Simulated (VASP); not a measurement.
# NaF (Fm-3m) in VASP: further runs

The runs below take NaF through G0W0 quasiparticle levels, with PBE, LDA.

All numbers are computed with VASP 6.6.1; they aren't measurements. Logs are shortened: lines on timing, memory, paths and dates and some standing lists are left out, and cuts for length are marked.

## (1) The cell of the first run

Symmetry: Fm-3m, No. 225, cubic system. Conventional cell: a = 4.594 Å, b = 4.594 Å, c = 4.594 Å, α = 90.00°, β = 90.00°, γ = 90.00°. Na (site symmetry m-3m) has 6 F at 2.30 Å within 3.0 Å. Within 3.0 Å of F (site symmetry m-3m) lie 6 Na at 2.30 Å.

## (2) G0W0 quasiparticle levels, PBE

POSCAR reads:

```
NaF
1.0
    0.0000000000      2.2972417931      2.2972417931
    2.2972417931      0.0000000000      2.2972417931
    2.2972417931      2.2972417931      0.0000000000
Na F
1 1
Direct
    0.0000000000      0.0000000000      0.0000000000
    0.5000000000      0.5000000000      0.5000000000
```

INCAR.step1 reads:

```
SYSTEM = NaF
  ALGO = Normal
  EDIFF = 1E-8
  ENCUT = 500
  GGA = PE
  ISMEAR = 0
  LASPH = .True.
  LCHARG = .False.
  LREAL = .False.
  LWAVE = .True.
  NELM = 80
  PREC = Accurate
  SIGMA = 0.01
```

INCAR.step2 reads:

```
SYSTEM = NaF
  ALGO = Exact
  EDIFF = 1E-8
  ENCUT = 500
  GGA = PE
  ISMEAR = 0
  ISTART = 1
  LASPH = .True.
  LCHARG = .False.
  LOPTICS = .True.
  LREAL = .False.
  LWAVE = .True.
  NBANDS = 47
  NELM = 1
  PREC = Accurate
  SIGMA = 0.01
```

INCAR.step3 reads:

```
SYSTEM = NaF
  ALGO = EVGW0
  EDIFF = 1E-8
  ENCUT = 500
  ENCUTGW = 80.0
  GGA = PE
  ISMEAR = 0
  ISTART = 1
  LASPH = .True.
  LCHARG = .False.
  LREAL = .False.
  LWAVE = .False.
  NBANDS = 47
  NBANDSGW = 16
  NELMGW = 1
  NOMEGA = 96
  OMEGAMAX = 20
  PREC = Accurate
  PRECFOCK = Fast
  SIGMA = 0.01
```

KPOINTS reads:

```
k-points
0
Gamma
  8 8 8
  0 0 0
```

Potentials or basis: VASP PAW PBE potentials, release 64 (Na_sv_GW, F_GW).

Command:

```bash
> cat potpaw_PBE.64/Na_sv_GW/POTCAR potpaw_PBE.64/F_GW/POTCAR > POTCAR
> cp INCAR.step1 INCAR
> mpirun -np 1 vasp_std > vasp.out
> cp INCAR.step2 INCAR
> mpirun -np 1 vasp_std > vasp.out
> cp INCAR.step3 INCAR
> mpirun -np 1 vasp_std > vasp.out
```

OUTCAR:

```text
SYSTEM = NaF
   EDIFF = 1E-8
   ENCUT = 500
   ENCUTGW = 80.0
   GGA = PE
   ISMEAR = 0
   ISTART = 1
   LASPH = .True.
   LREAL = .False.
   NELMGW = 1
   PREC = Accurate
   PRECFOCK = Fast

 ion  position               nearest neighbor table
   1  0.000  0.000  0.000-   2 2.30   2 2.30   2 2.30   2 2.30   2 2.30   2 2.30
   2  0.500  0.500  0.500-   1 2.30   1 2.30   1 2.30   1 2.30   1 2.30   1 2.30

  LATTYP: Found a face centered cubic cell.
 ALAT       =     4.5944835862

  Lattice vectors:

 A1 = (   0.0000000000,   2.2972417931,   2.2972417931)
 A2 = (   2.2972417931,   0.0000000000,   2.2972417931)
 A3 = (   2.2972417931,   2.2972417931,   0.0000000000)

Analysis of symmetry for initial positions (statically):
=====================================================================
 Subroutine PRICEL returns:
 Original cell was already a primitive cell.

 Routine SETGRP: Setting up the symmetry group for a
 face centered cubic supercell.

 Subroutine GETGRP returns: Found 48 space group operations
 (whereof 48 operations were pure point group operations)
 out of a pool of 48 trial point group operations.

The static configuration has the point symmetry O_h .

Analysis of symmetry for dynamics (positions and initial velocities):
=====================================================================
 Subroutine PRICEL returns:
 Original cell was already a primitive cell.

 Routine SETGRP: Setting up the symmetry group for a
 face centered cubic supercell.

 Subroutine GETGRP returns: Found 48 space group operations
 (whereof 48 operations were pure point group operations)
 out of a pool of 48 trial point group operations.

The dynamic configuration has the point symmetry O_h .

 Subroutine INISYM returns: Found 48 space group operations
 (whereof 48 operations are pure point group operations),
 and found     1 'primitive' translations

----------------------------------------------------------------------------------------

                                     Primitive cell

  volume of cell :      24.2466

  direct lattice vectors                    reciprocal lattice vectors
     0.000000000  2.297241793  2.297241793    -0.217652317  0.217652317  0.217652317
     2.297241793  0.000000000  2.297241793     0.217652317 -0.217652317  0.217652317
     2.297241793  2.297241793  0.000000000     0.217652317  0.217652317 -0.217652317

  length of vectors
     3.248790500  3.248790500  3.248790500     0.376984872  0.376984872  0.376984872

  position of ions in fractional coordinates (direct lattice)
     0.000000000  0.000000000  0.000000000
     0.500000000  0.500000000  0.500000000

  ion indices of the primitive-cell ions
   primitive index   ion index
                 1           1
                 2           2

----------------------------------------------------------------------------------------

 KPOINTS: k-points

Automatic generation of k-mesh.
 Grid dimensions read from file:
 generate k-points for:    8    8    8

 Generating k-lattice:

  Cartesian coordinates                     Fractional coordinates (reciprocal lattice)
    -0.027206540  0.027206540  0.027206540     0.125000000  0.000000000  0.000000000
     0.027206540 -0.027206540  0.027206540     0.000000000  0.125000000  0.000000000
     0.027206540  0.027206540 -0.027206540     0.000000000  0.000000000  0.125000000

  Length of vectors
     0.047123109  0.047123109  0.047123109

  Shift w.r.t. Gamma in fractional coordinates (k-lattice)
     0.000000000  0.000000000  0.000000000

 Subroutine IBZKPT returns following result:
 ===========================================

 Found     29 irreducible k-points:

 Following reciprocal coordinates:
            Coordinates               Weight
  0.000000  0.000000  0.000000      1.000000
  0.125000  0.000000  0.000000      8.000000
  0.250000  0.000000  0.000000      8.000000
  0.375000  0.000000  0.000000      8.000000
  0.500000  0.000000  0.000000      4.000000
  0.125000  0.125000  0.000000      6.000000
[... 16 lines left out ...]
  0.500000  0.250000  0.125000     48.000000
 -0.375000  0.250000  0.125000     24.000000
 [... further k-points ...]
   k-points           NKPTS =     29   k-points in BZ     NKDIM =    512   number of bands    NBANDS=     47
   number of dos      NEDOS =    301   number of ions     NIONS =      2
   total plane-waves  NPLWV =  13824
   dimension x,y,z NGX =    24 NGY =   24 NGZ =   24
   dimension x,y,z NGXF=    48 NGYF=   48 NGZF=   48
   ions per type =               1   1
   NGX,Y,Z   is equivalent  to a cutoff of  12.28, 12.28, 12.28 a.u.
   NGXF,Y,Z  is equivalent  to a cutoff of  24.56, 24.56, 24.56 a.u.
 SYSTEM =  NaF
   PREC   = accura    normal or accurate (medium, high low for compatibility)
   ISTART =      1    job   : 0-new  1-cont  2-samecut
   ICHARG =      0    charge: 1-file 2-atom 10-const
   ISPIN  =      1    spin polarized calculation?
   LNONCOLLINEAR =      F non collinear calculations
   LSORBIT =      F    spin-orbit coupling
   LASPH  =      T    aspherical Exc in radial PAW
   ENCUT  =  500.0 eV  36.75 Ry    6.06 a.u.   5.92  5.92  5.92*2*pi/ulx,y,z
   NELM   =     60;   NELMIN=  2; NELMDL=  0     # of ELM steps
   EDIFF  = 0.1E-07   stopping-criterion for ELM
   LREAL  =      F    real-space projection
   EDIFFG = 0.1E-06   stopping-criterion for IOM
   NSW    =      0    number of steps for IOM
   IBRION =     -1    ionic relax: 0-MD 1-quasi-New 2-CG
   NFREE  =      0    steps in history (QN), initial steepest desc. (CG)
   ISIF   =      0    stress and relaxation
   ISYM   =      3    0-nonsym 1-usesym 2-fastsym
   POTIM  = 0.5000    time-step for ionic-motion
   TEBEG  =    0.0;   TEEND  =   0.0 temperature during run
   PSTRESS=    0.0 pullay stress
   NELECT =      16.0000    total number of electrons
   NUPDOWN=      -1.0000    fix difference up-down
   EMIN   =  10.00;   EMAX   =-10.00  energy-range for DOS
   EFERMI =   0.00;   METHOD = LEGACY
   ISMEAR =     0;   SIGMA  =   0.01  broadening in eV -4-tet -1-fermi 0-gaus
   EFERMI_NEDOS =   21; number of points for ismear=-14 and -15
   IALGO  =     38    algorithm
   IMIX   =      4    mixing-type and parameters
     AMIX     =   0.40;   BMIX     =  1.00
     AMIX_MAG =   1.60;   BMIX_MAG =  1.00
  volume/ion in A,a.u.               =      12.12        81.81
  Fermi-wavevector in a.u.,A,eV,Ry     =   1.425273  2.693376 27.638925  2.031404
  Thomas-Fermi vector in A             =   2.545675
   LORBIT       =      0    0 simple, 1 ext, 2 COOP (PROOUT), +10 PAW based schemes
   GGA     = PE    functional components
   LHFCALC =     T    Hartree Fock is set to
   PRECFOCK=fast      Normal, Fast or Accurate (Low or Medium for compatibility)
   ENCUT4O =  -1.0   cutoff for four orbital integrals eV
   NKREDX  =     1    reduce k-point grid by
   NKREDY  =     1    reduce k-point grid by
   NKREDZ  =     1    reduce k-point grid by
   AEXX    =    1.0000 exact exchange contribution
   HFSCREEN=    0.0000 screening length (either q_TF or 0.3 A-1)
   HFSCREENC=   0.0000 screening length for correlation (either q_TF or 0.3 A-1)
   ENCUTFOCK=  -1.0 apply spherical cutoff to Coloumb kernel
   IVDW    =     0    specifies the selected vdW correction
   LEPSILON=     F    determine dielectric tensor
   LRPA    =     F    only Hartree local field effects (RPA)
   LRPAFORCE           =     F    calculate RPA forces
   ENCUTGW             =  80.0    cutoff for response function in eV
   ENCUTGWSOFT         =  64.0    soft cutoff for Coulomb kernel in GW response function in eV
   ENCUTLF             =  -1.0    cutoff for local field effects
   NELMGW              =     1    number of iterations in solving QP/BSE equation
   NELMHF              =     1    number of iterations in the inner HF iteration
   NKREDLFX            =     1    NKREDLFY  =   1   NKREDLFZ  =   1
 non-spin polarized calculation
 Gauss-broadening in eV      SIGMA  =   0.01
  energy-cutoff  :      500.00
  volume of cell :       24.25
 maximum number of plane-waves:       636
  NGX = 14; NGY = 14; NGZ = 14
   NGX = 11   NGY = 11   NGZ = 11
 maximum number of plane-waves:        51
 NGX is ok and might be reduce to    14

 QP shifts <psi_nk| G(iteration)W_0 |psi_nk>: iteration 1
 for sc-GW calculations column KS-energies equals QP-energies in previous step
 and V_xc(KS)=  KS-energies - (<T + V_ion + V_H > + <T+V_H+V_ion>^1  + <V_x>^1)

 k-point   1 :       0.0000    0.0000    0.0000
  band No.  KS-energies  QP-energies   sigma(KS)   V_xc(KS)     V^pw_x(r,r')   Z            occupation Imag(sigma)

      1     -48.6919     -60.3611     -43.4701     -29.2469     -49.1132       0.8204       2.0000       0.2755
      2     -20.9058     -25.3527     -28.9904     -22.6984     -36.8144       0.7068       2.0000       0.7215
      3     -20.5764     -27.9732     -36.9936     -28.3998     -41.4644       0.8607       2.0000       0.0479
      4     -20.5764     -27.9732     -36.9936     -28.3998     -41.4644       0.8607       2.0000       0.0479
      5     -20.5764     -27.9732     -36.9936     -28.3998     -41.4644       0.8607       2.0000       0.0479
      6      -1.7075      -4.3976     -25.6967     -22.3728     -30.2049       0.8093       2.0000       0.0538
[... 8 lines left out ...]
     15      22.5717      24.7730      -6.0699      -8.5813      -2.8130       0.8765       0.0000      -0.0843
     16      25.6018      28.4005      -8.4148     -11.6277      -4.5858       0.8711       0.0000      -0.2932

 k-point   2 :       0.1250    0.0000    0.0000
  band No.  KS-energies  QP-energies   sigma(KS)   V_xc(KS)     V^pw_x(r,r')   Z            occupation Imag(sigma)

      1     -48.6898     -60.3632     -43.4749     -29.2510     -49.1177       0.8207       2.0000       0.2750
      2     -21.0921     -26.2713     -31.1042     -24.1240     -37.9530       0.7420       2.0000       0.5319
      3     -20.5784     -27.9733     -36.9881     -28.3958     -41.4588       0.8606       2.0000       0.0474
      4     -20.5784     -27.9733     -36.9881     -28.3958     -41.4588       0.8606       2.0000       0.0474
      5     -20.3697     -26.8111     -34.9014     -27.0016     -40.3467       0.8154       2.0000       0.2378
      6      -2.0087      -4.7617     -24.9701     -21.5680     -29.3577       0.8092       2.0000       0.0542
[... 8 lines left out ...]
     15      22.3477      23.5740      -5.1449      -6.5243      -1.4887       0.8890       0.0000      -0.4440
     16      25.7173      28.2946      -7.4504     -10.3599      -3.7066       0.8859       0.0000      -0.3539

 k-point   3 :       0.2500    0.0000    0.0000
  band No.  KS-energies  QP-energies   sigma(KS)   V_xc(KS)     V^pw_x(r,r')   Z            occupation Imag(sigma)

      1     -48.6845     -60.3688     -43.4863     -29.2609     -49.1285       0.8214       2.0000       0.2739
      2     -21.3234     -26.8489     -31.8160     -24.5545     -38.2795       0.7609       2.0000       0.4615
      3     -20.5828     -27.9775     -36.9775     -28.3864     -41.4477       0.8607       2.0000       0.0463
      4     -20.5828     -27.9775     -36.9775     -28.3864     -41.4477       0.8607       2.0000       0.0463
      5     -20.0895     -26.2077     -34.2426     -26.6396     -40.0689       0.8047       2.0000       0.3071
      6      -2.6298      -5.5088     -23.8442     -20.2768     -28.0955       0.8070       2.0000       0.0577
[... 394 lines left out ...]
      1     -48.6766     -60.3775     -43.5028     -29.2759     -49.1445       0.8224       2.0000       0.2727
      2     -21.3457     -27.0139     -32.2441     -24.8515     -38.5131       0.7667       2.0000       0.4157
      3     -20.6326     -28.0008     -36.8558     -28.2672     -41.3187       0.8579       2.0000       0.0512
      4     -20.6024     -27.9860     -36.9255     -28.3382     -41.3950       0.8598       2.0000       0.0469
      5     -19.9889     -25.9568     -33.9185     -26.4552     -39.9253       0.7996       2.0000       0.3336
      6      -2.9795      -5.9441     -23.4673     -19.7812     -27.7177       0.8043       2.0000       0.0607
[... 8 lines left out ...]
     15      26.4740      29.1938      -7.3345     -10.3587      -3.6832       0.8993       0.0000      -0.4002
     16      26.7392      29.2806      -6.9982      -9.7799      -3.3356       0.9136       0.0000      -0.4221

 k-point  24 :      -0.3750    0.2500    0.1250
  band No.  KS-energies  QP-energies   sigma(KS)   V_xc(KS)     V^pw_x(r,r')   Z            occupation Imag(sigma)

      1     -48.6749     -60.3845     -43.5068     -29.2791     -49.1484       0.8230       2.0000       0.2725
      2     -21.3608     -27.0536     -32.3262     -24.9040     -38.5563       0.7670       2.0000       0.4071
      3     -20.6361     -28.0026     -36.8453     -28.2586     -41.3074       0.8579       2.0000       0.0505
      4     -20.6102     -27.9876     -36.9028     -28.3168     -41.3733       0.8592       2.0000       0.0481
      5     -19.9587     -25.8997     -33.8615     -26.4275     -39.9033       0.7992       2.0000       0.3391
      6      -3.0547      -6.0409     -23.4181     -19.7005     -27.6745       0.8033       2.0000       0.0614
[... 8 lines left out ...]
     15      26.7150      29.0797      -6.4844      -9.0913      -2.8654       0.9071       0.0000      -0.3851
     16      27.5509      30.4106      -7.3370     -10.5293      -3.7729       0.8958       0.0000      -0.3253

 [... further k-points ...]
```

It took 6.3 min on 1 thread of Intel Xeon 6975P-C (Granite Rapids), shared host; peak memory 0.63 GiB.

Results:

* Quasiparticle gap: 10.66 eV
* Least direct quasiparticle gap: 10.66 eV
* Band gap of the starting levels on the mesh: 6.47 eV
* Least direct gap of the starting levels on the mesh: 6.47 eV

Caveat: bands, screening cutoff and mesh are small and nothing is extrapolated, so the quasiparticle values aren't converged.

[end of part 1 of 2]
